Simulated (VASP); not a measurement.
Set up this calculation in VASP 6.6.1, as the native input.

```
Task                   : single point
Functional             : PBEsol
Potentials or basis    : VASP PAW PBE potentials, release 64 (Pd)
Cutoff                 : 520 eV
k mesh                 : 12 × 12 × 12
Occupations            : fermi-dirac, width 0.05 eV
Spin                   : no spin polarisation
Dipole correction      : no
Further INCAR settings : ALGO = Fast; EDIFF = 1e-07; NBANDS = 11
```

The structure of Pd lies in POSCAR:

```
Pd
1.0
   -0.0111260000      1.9552170000      1.9418620000
    1.9710740000      0.0063410000      1.9243950000
    1.9644410000      1.9311180000      0.0129730000
Pd
1
Direct
    0.0238370000     -0.0169870000     -0.0029670000
```

This cell differs from its parent crystal: the cell strained at random.

One way to write it, as run:

INCAR

```
PREC = Accurate ; ENCUT = 520
EDIFF = 1E-7 ; ISMEAR = -1
SIGMA = 0.05 ; LREAL = False
LASPH = True ; NELM = 100
ALGO = Fast ; ISIF = 2
LWAVE = False ; LCHARG = True
GGA = PS ; LELF = True
LVHAR = True ; NBANDS = 11
```

KPOINTS

```
regular mesh
0
Gamma
  12 12 12
```

Potentials or basis: VASP PAW PBE potentials, release 64 (Pd).

Launch:

```bash
$ cat potpaw_PBE.64/Pd/POTCAR > POTCAR
$ mpirun -np 1 vasp_std > vasp.out
```

Results of the run:

```
Pressure               : -3.1 GPa
Band gap on the k mesh : zero (bands 5 and 6 overlap by 1.62 eV)
```

Caveat: the cell differs from its parent crystal (the cell strained at random); the cell stands under tension; the PAW data sets were made with another functional, which shifts forces and pressure a little.

Wall time 2.6 min on 1 thread of Intel Xeon 8259CL, with other jobs on the host, peak memory 0.25 GiB.
